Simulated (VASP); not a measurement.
Here is a VASP 6.6.1 calculation.

The input INCAR:

```
PREC     = Accurate       # precision mode
ENCUT    = 400            # plane-wave cutoff, eV
EDIFF    = 1E-6           # SCF threshold, eV
ISMEAR   = -1             # smearing method
SIGMA    = 0.05           # smearing width, eV
LREAL    = F              # projectors in reciprocal space
LASPH    = T              # aspherical terms in the spheres
NELM     = 200            # most SCF steps
ALGO     = Normal         # electronic algorithm
ISIF     = 2              # what is computed and relaxed
LWAVE    = F              # write WAVECAR
LCHARG   = F              # write CHGCAR
ISPIN    = 2              # spin polarisation
MAGMOM   = 1 1 1 1 1 1 1 1 # initial moments
LORBIT   = 11             # projections on sites
GGA      = PS             # functional
NBANDS   = 50             # bands
GGA_COMPAT= F
```

The input KPOINTS:

```
Automatic mesh
0
Gamma
  4 4 1
```

POSCAR

```
In3GaP4
1.0
    3.8334610000      0.0000000000      0.0000000000
   -1.9167310000      3.3198750000      0.0000000000
    0.0000000000      0.0000000000     13.9968150000
Ga In P
1 3 4
Direct
    0.3457450000      0.6170070000      0.9977900000
    0.2866750000      0.6886300000      0.4824490000
    0.6725340000      0.3685420000      0.2238570000
    0.6827920000      0.3113940000      0.7374980000
    0.3455830000      0.7324950000      0.1713500000
    0.3882830000      0.6436340000      0.6854580000
    0.6566390000      0.3132030000      0.4237170000
    0.6822950000      0.3065860000      0.9227480000
```

Potentials or basis: VASP PAW PBE potentials, release 64 (Ga_d, In_d, P).

The run is started by

```bash
$ cat potpaw_PBE.64/Ga_d/POTCAR potpaw_PBE.64/In_d/POTCAR potpaw_PBE.64/P/POTCAR > POTCAR
$ mpirun -np 1 vasp_std > vasp.out
```

Predict the largest force.

4.128 eV/Å.

Estimate the band gap on the k mesh.

0.30 eV.

Predict the net moment.

0.00 μB per cell.

Predict the pressure.

11.6 GPa.

Forces on the atoms (eV/Å):
```
Ga  -0.364  0.635 -1.296
In   2.335 -1.612  2.578
In  -0.350  1.817  2.473
In   2.563 -0.570  1.972
P    0.550 -2.207 -2.212
P   -2.885  0.703 -2.867
P   -2.082  1.628 -2.473
P    0.233 -0.394  1.826
```

Caveat: the k points lie up to 0.47 Å⁻¹ apart; the PAW data sets were made with another functional, which shifts forces and pressure a little; spin-orbit coupling is left out, which moves the levels of the heavy elements.
